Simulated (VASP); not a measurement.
# CuI (Marshite) (I-4m2) in VASP: a series of runs

Runs on CuI (Marshite). Level: PBEsol. Tasks: single point.

Everything below comes from runs of VASP 6.6.1. Logs are shortened: lines on timing, memory, paths and dates and some standing lists are left out, and cuts for length are marked.

### 1 The cell of the first run

It takes space group I-4m2 (No. 119, tetragonal). The conventional cell has a = 4.116 Å, b = 4.116 Å, c = 6.010 Å, α = 90.00°, β = 90.00°, γ = 90.00°. Within 3.4 Å of Cu (site symmetry -4m2) lie 4 I at 2.55 Å. I (site symmetry -4m2) has 4 Cu at 2.55 Å within 3.4 Å.

### 2 Single point, PBEsol (in-plane strain -0.02)

INCAR reads:

```
PREC = Accurate
ENCUT = 520
EDIFF = 1E-7
ISMEAR = 0
SIGMA = 0.01
LREAL = False
LASPH = True
NELM = 100
ALGO = Normal
ISIF = 2
LWAVE = False
LCHARG = False
GGA = PS
NBANDS = 16
```

KPOINTS reads:

```
Automatic mesh
0
Gamma
  6 6 6
```

POSCAR reads:

```
CuI
1.0
    2.9101498813      2.9101498813      0.0000000000
   -2.9101498813      2.9101498813      0.0000000000
    0.0000000000      2.9101498813      3.0051751835
Cu I
1 1
Direct
    0.7500000000      0.2500000000      0.5000000000
    0.0000000000      0.0000000000      0.0000000000
```

Potentials or basis: VASP PAW PBE potentials, release 64 (Cu, I).

Launch:

```
$ cat potpaw_PBE.64/Cu/POTCAR potpaw_PBE.64/I/POTCAR > POTCAR
$ mpirun -np 1 vasp_std > vasp.out
```

OUTCAR:

```text
PREC = Accurate
   ENCUT = 520
   EDIFF = 1E-7
   ISMEAR = 0
   LREAL = False
   LASPH = True
   NELM = 100
   ISIF = 2
   GGA = PS

 ion  position               nearest neighbor table
   1  0.750  0.250  0.500-   2 2.55   2 2.55   2 2.55   2 2.55
   2  0.000  0.000  0.000-   1 2.55   1 2.55   1 2.55   1 2.55

  LATTYP: Found a body centered tetragonal cell.
 ALAT       =     4.1155734307
 C/A-ratio  =     1.4603919644

  Lattice vectors:

 A1 = (   2.9101498813,   0.0000000000,  -3.0051751835)
 A2 = (  -2.9101498813,   0.0000000000,  -3.0051751835)
 A3 = (   0.0000000000,   2.9101498813,   3.0051751835)

Analysis of symmetry for initial positions (statically):
=====================================================================
 Subroutine PRICEL returns:
 Original cell was already a primitive cell.

 Routine SETGRP: Setting up the symmetry group for a
 body centered tetragonal supercell.

 Subroutine GETGRP returns: Found  8 space group operations
 (whereof  8 operations were pure point group operations)
 out of a pool of 16 trial point group operations.

The static configuration has the point symmetry D_2d.

Analysis of symmetry for dynamics (positions and initial velocities):
=====================================================================
 Subroutine PRICEL returns:
 Original cell was already a primitive cell.

 Routine SETGRP: Setting up the symmetry group for a
 body centered tetragonal supercell.

 Subroutine GETGRP returns: Found  8 space group operations
 (whereof  8 operations were pure point group operations)
 out of a pool of 16 trial point group operations.

The dynamic configuration has the point symmetry D_2d.

 Subroutine INISYM returns: Found  8 space group operations
 (whereof  8 operations are pure point group operations),
 and found     1 'primitive' translations

----------------------------------------------------------------------------------------

                                     Primitive cell

  volume of cell :      50.9015

  direct lattice vectors                    reciprocal lattice vectors
     2.910149881  2.910149881  0.000000000     0.171812457  0.171812457 -0.166379652
    -2.910149881  2.910149881  0.000000000    -0.171812457  0.171812457 -0.166379652
     0.000000000  2.910149881  3.005175184     0.000000000  0.000000000  0.332759303

  length of vectors
     4.115573431  4.115573431  4.183306135     0.294484684  0.294484684  0.332759303

  position of ions in fractional coordinates (direct lattice)
     0.750000000  0.250000000  0.500000000
[... 74 lines left out ...]
   LSORBIT =      F    spin-orbit coupling
   LASPH  =      T    aspherical Exc in radial PAW
   ENCUT  =  520.0 eV  38.22 Ry    6.18 a.u.   7.65  7.65  7.78*2*pi/ulx,y,z
   NELM   =    100;   NELMIN=  2; NELMDL= -5     # of ELM steps
   EDIFF  = 0.1E-06   stopping-criterion for ELM
   LREAL  =      F    real-space projection
   EDIFFG = 0.1E-05   stopping-criterion for IOM
   NSW    =      0    number of steps for IOM
   IBRION =     -1    ionic relax: 0-MD 1-quasi-New 2-CG
   NFREE  =      0    steps in history (QN), initial steepest desc. (CG)
   ISIF   =      2    stress and relaxation
   ISYM   =      2    0-nonsym 1-usesym 2-fastsym
   POTIM  = 0.5000    time-step for ionic-motion
   TEBEG  =    0.0;   TEEND  =   0.0 temperature during run
   PSTRESS=    0.0 pullay stress
   NELECT =      18.0000    total number of electrons
   NUPDOWN=      -1.0000    fix difference up-down
   EMIN   =  10.00;   EMAX   =-10.00  energy-range for DOS
   EFERMI =   0.00;   METHOD = LEGACY
   ISMEAR =     0;   SIGMA  =   0.01  broadening in eV -4-tet -1-fermi 0-gaus
   EFERMI_NEDOS =   21; number of points for ismear=-14 and -15
   IALGO  =     38    algorithm
   IMIX   =      4    mixing-type and parameters
     AMIX     =   0.40;   BMIX     =  1.00
     AMIX_MAG =   1.60;   BMIX_MAG =  1.00
  volume/ion in A,a.u.               =      25.45       171.75
  Fermi-wavevector in a.u.,A,eV,Ry     =   1.157681  2.187699 18.234866  1.340225
  Thomas-Fermi vector in A             =   2.294290
   LORBIT       =      0    0 simple, 1 ext, 2 COOP (PROOUT), +10 PAW based schemes
   GGA     = PS    functional components
   LHFCALC =     F    Hartree Fock is set to
   AEXX    =    0.0000 exact exchange contribution
   IVDW    =     0    specifies the selected vdW correction
   LEPSILON=     F    determine dielectric tensor
   LRPA    =     F    only Hartree local field effects (RPA)
 non-spin polarized calculation
 Gauss-broadening in eV      SIGMA  =   0.01
  energy-cutoff  :      520.00
  volume of cell :       50.90
 maximum number of plane-waves:      1387
 NGX is ok and might be reduce to    32
   NGX = 15   NGY = 15   NGZ = 15

 number of electron      17.9999985 magnetization

 Free energy of the ion-electron system (eV)
  ---------------------------------------------------
  ext. energy  EPLUGINS =         0.00000000
  ---------------------------------------------------
  free energy    TOTEN  =        -6.30712579 eV

  energy without entropy =       -6.30712579  energy(sigma->0) =       -6.30712579

 E-fermi :   5.3731     XC(G=0):  -9.5615

 val. band max:        5.3294856583   @ k =   0.0000   0.0000   0.0000
 cond. band min:       6.5862106809   @ k =   0.0000   0.0000   0.0000
 fundamental gap:      1.2567250227
 Fermi energy:         5.3730683545

 k-point     1 :       0.0000    0.0000    0.0000
  band No.  band energies     occupation
      1      -9.2265      2.00000
      2       1.2019      2.00000
      3       1.2427      2.00000
      4       1.2427      2.00000
      5       3.0121      2.00000
      6       3.0471      2.00000
[... 433 lines left out ...]
      3       0.3837      2.00000
      4       1.2043      2.00000
      5       2.9143      2.00000
      6       3.0217      2.00000
[... 8 lines left out ...]
     15      16.6119      0.00000
     16      17.3416      0.00000

 [... further k-points ...]
[... 5 lines left out ...]
  --------------------------------------------------------------------------------------
  -------------------------------------------------------------------------------------
  Total        0.5889449      0.5889449      0.3901091      0.0000000      0.0000000      0.0000000
  in kB       18.5376525     18.5376525     12.2790896      0.0000000      0.0000000      0.0000000
  external PRESSURE =      16.4514649 kB  Pullay stress =       0.0000000 kB

 VOLUME and BASIS-vectors are now :
 -----------------------------------------------------------------------------
  energy-cutoff  :      520.00
  volume of cell :       50.90
      direct lattice vectors                 reciprocal lattice vectors
     2.910149881  2.910149881  0.000000000     0.171812457  0.171812457 -0.166379652
    -2.910149881  2.910149881  0.000000000    -0.171812457  0.171812457 -0.166379652
     0.000000000  2.910149881  3.005175184     0.000000000  0.000000000  0.332759303

 POSITION                                       TOTAL-FORCE (eV/Angst)
 -----------------------------------------------------------------------------------
      1.45507      4.36522      1.50259         0.000000     -0.000000      0.000000
      0.00000      0.00000      0.00000        -0.000000      0.000000      0.000000
 -----------------------------------------------------------------------------------
    total drift:                               -0.000001     -0.000000     -0.000000

  FREE ENERGIE OF THE ION-ELECTRON SYSTEM (eV)
  ---------------------------------------------------
  free  energy   TOTEN  =        -6.3071257865 eV

  energy  without entropy=       -6.3071257865  energy(sigma->0) =       -6.30712579
```

It took 11 s on 1 thread of Intel Xeon 6975P-C (Granite Rapids), shared host; peak memory 0.18 GiB.

What came out:

* Free energy: -6.3071 eV
* Pressure: 1.6 GPa
* Band gap on the k mesh: 1.26 eV, direct

Levels at points of the mesh, in eV from the valence-band top:
```csv
k point,band 5,band 6,band 7,band 8,band 9,band 10,band 11,band 12,band 13,band 14
"(0.00, 0.00, 0.00)",-2.32,-2.28,-0.07,0.00,0.00,1.26,4.67,4.73,4.73,8.14
"(0.50, 0.00, 0.00)",-2.27,-2.27,-2.21,-0.93,-0.85,2.12,5.16,5.40,7.34,9.38
"(0.50, 0.50, 0.00)",-2.34,-2.23,-2.18,-1.91,-1.85,2.34,2.68,9.79,9.98,10.23
"(0.00, 0.00, 0.50)",-2.38,-2.25,-2.20,-1.87,-1.87,2.50,2.92,9.52,10.18,10.18
```

Caveat: the cell differs from its parent crystal (in-plane strain -0.02); the PAW data sets were made with another functional, which shifts forces and pressure a little; spin-orbit coupling is left out, which moves the levels of the heavy elements.

### 3 Single point, PBEsol (in-plane strain -0.02, then relaxed in part)

INCAR reads:

```
  PREC = Accurate
  ENCUT = 520
  EDIFF = 1E-6
  ISMEAR = 0
  SIGMA = 0.01
  LREAL = F
  LASPH = T
  NELM = 100
  ALGO = Normal
  ISIF = 2
  LWAVE = F
  LCHARG = F
  GGA = PS
  NBANDS = 16
```

KPOINTS is that of step 2.

Changes to POSCAR since step 2:

```diff
@@ -4,3 +4,3 @@
    -2.9101498813      2.9101498813      0.0000000000
-    0.0000000000      2.9101498813      3.0051751835
+    0.0000000000      2.9101498813      3.0523349237
 Cu I
```

Potentials or basis: VASP PAW PBE potentials, release 64 (Cu, I).

Launch:

```
$ cat potpaw_PBE.64/Cu/POTCAR potpaw_PBE.64/I/POTCAR > POTCAR
$ mpirun -np 1 vasp_std > vasp.out
```

OUTCAR:

```text
PREC = Accurate
   ENCUT = 520
   EDIFF = 1E-6
   ISMEAR = 0
   LREAL = F
   LASPH = T
   NELM = 100
   ISIF = 2
   GGA = PS

 ion  position               nearest neighbor table
   1  0.750  0.250  0.500-   2 2.56   2 2.56   2 2.56   2 2.56
   2  0.000  0.000  0.000-   1 2.56   1 2.56   1 2.56   1 2.56

  LATTYP: Found a body centered tetragonal cell.
 ALAT       =     4.1155734307
 C/A-ratio  =     1.4833096652

  Lattice vectors:

[... 641 lines left out ...]

 [... further k-points ...]

------------------------ aborting loop because EDIFF is reached ----------------------------------------

  FORCE on cell =-STRESS in cart. coord.  units (eV):
  Direction    XX          YY          ZZ          XY          YZ          ZX
  --------------------------------------------------------------------------------------
  -------------------------------------------------------------------------------------
  Total        0.4627419      0.4627419      0.1479539      0.0000000      0.0000000      0.0000000
  in kB       14.3402418     14.3402418      4.5850494      0.0000000      0.0000000      0.0000000
  external PRESSURE =      11.0885110 kB  Pullay stress =       0.0000000 kB

 VOLUME and BASIS-vectors are now :
 -----------------------------------------------------------------------------
  energy-cutoff  :      520.00
  volume of cell :       51.70
      direct lattice vectors                 reciprocal lattice vectors
     2.910149881  2.910149881  0.000000000     0.171812457  0.171812457 -0.163809022
    -2.910149881  2.910149881  0.000000000    -0.171812457  0.171812457 -0.163809022
     0.000000000  2.910149881  3.052334924     0.000000000  0.000000000  0.327618045

 POSITION                                       TOTAL-FORCE (eV/Angst)
 -----------------------------------------------------------------------------------
      1.45507      4.36522      1.52617         0.000000     -0.000000      0.000000
      0.00000      0.00000      0.00000        -0.000000      0.000000      0.000000
 -----------------------------------------------------------------------------------
    total drift:                               -0.000001     -0.000000     -0.000000

  FREE ENERGIE OF THE ION-ELECTRON SYSTEM (eV)
  ---------------------------------------------------
  free  energy   TOTEN  =        -6.3106568053 eV

  energy  without entropy=       -6.3106568053  energy(sigma->0) =       -6.31065681
```

It took 8.7 s on 1 thread of Intel Xeon 6975P-C (Granite Rapids), shared host; peak memory 0.18 GiB.

What came out:

```yaml
Free_energy: -6.3107 eV
Pressure: 1.1 GPa
Band_gap_on_the_k_mesh: 1.20 eV, direct
```

Stress tensor (GPa, compression positive):
```
1.43 0.00 0.00
0.00 1.43 0.00
0.00 0.00 0.46
```

Caveat: the cell differs from its parent crystal (in-plane strain -0.02, then relaxed in part); the PAW data sets were made with another functional, which shifts forces and pressure a little; spin-orbit coupling is left out, which moves the levels of the heavy elements.

### 4 Single point, PBEsol (in-plane strain -0.01, then relaxed in part)

INCAR reads:

```
SYSTEM = CuI
PREC     = Accurate       ! precision mode
ENCUT    = 520            ! plane-wave cutoff, eV
EDIFF    = 1E-6           ! SCF threshold, eV
ISMEAR   = 0              ! smearing method
SIGMA    = 0.01           ! smearing width, eV
LREAL    = .FALSE.        ! projectors in reciprocal space
LASPH    = .TRUE.         ! aspherical terms in the spheres
NELM     = 80             ! most SCF steps
ALGO     = Normal         ! electronic algorithm
ISIF     = 2              ! what is computed and relaxed
LWAVE    = .FALSE.        ! write WAVECAR
LCHARG   = .FALSE.        ! write CHGCAR
GGA      = PS             ! functional
NBANDS   = 16             ! bands
```

KPOINTS reads:

```
regular mesh
0
G
  6 6 6
  0 0 0
```

POSCAR reads:

```
CuI
1.0
    2.9398452882      2.9398452882      0.0000000000
   -2.9398452882      2.9398452882      0.0000000000
    0.0000000000      2.9398452882      3.0119259029
Cu I
1 1
Direct
    0.7500000000      0.2500000000      0.5000000000
    0.0000000000      0.0000000000      0.0000000000
```

Launch:

```
$ cat potpaw_PBE.64/Cu/POTCAR potpaw_PBE.64/I/POTCAR > POTCAR
$ mpirun -np 1 vasp_std > vasp.out
```

Run time: 8.8 s. Hardware: 1 thread of Intel Xeon 6975P-C (Granite Rapids), shared host; peak memory 0.18 GiB.

It converged, with:

```
Free energy            : -6.3158 eV
Pressure               : 0.8 GPa
Band gap on the k mesh : 1.20 eV, direct
```

Stress tensor (GPa, compression positive):
```
0.92 0.00 0.00
0.00 0.92 0.00
0.00 0.00 0.43
```

Levels at points of the mesh, in eV from the valence-band top:
| k point | band 7 | band 8 | band 9 | band 10 | band 11 | band 12 |
| --- | --- | --- | --- | --- | --- | --- |
| (0.00, 0.00, 0.00) | -0.05 | 0.00 | 0.00 | 1.20 | 4.71 | 4.75 |
| (0.50, 0.00, 0.00) | -2.11 | -0.87 | -0.82 | 2.11 | 5.21 | 5.39 |
| (0.50, 0.50, 0.00) | -2.08 | -1.81 | -1.76 | 2.41 | 2.73 | 9.61 |
| (0.00, 0.00, 0.50) | -2.09 | -1.78 | -1.78 | 2.52 | 2.91 | 9.41 |

Caveat: the cell differs from its parent crystal (in-plane strain -0.01, then relaxed in part); the PAW data sets were made with another functional, which shifts forces and pressure a little; spin-orbit coupling is left out, which moves the levels of the heavy elements.

### 5 The runs side by side

| cell | gap on the mesh (eV) | pressure (GPa) |
| --- | --- | --- |
| a = 4.116, b = 4.116, c = 4.183 Å, angles 60.5, 60.5, 90.0°, 2 atoms | 1.26 | 1.6 |
| a = 4.116, b = 4.116, c = 4.217 Å, angles 60.8, 60.8, 90.0°, 2 atoms | 1.20 | 1.1 |
| a = 4.158, b = 4.158, c = 4.209 Å, angles 60.4, 60.4, 90.0°, 2 atoms | 1.20 | 0.8 |

Alike in all rows: task single point; level PBEsol; potentials or basis VASP PAW PBE potentials, release 64 (Cu, I); no spin polarisation; k mesh 6 × 6 × 6; cutoff (eV) 520; smearing gaussian 0.01 eV.

Caveats: the PAW data sets were made with another functional, which shifts forces and pressure a little; spin-orbit coupling is left out, which moves the levels of the heavy elements.

Total energies depend on the potentials used, so only differences within one code and one set of settings carry meaning.
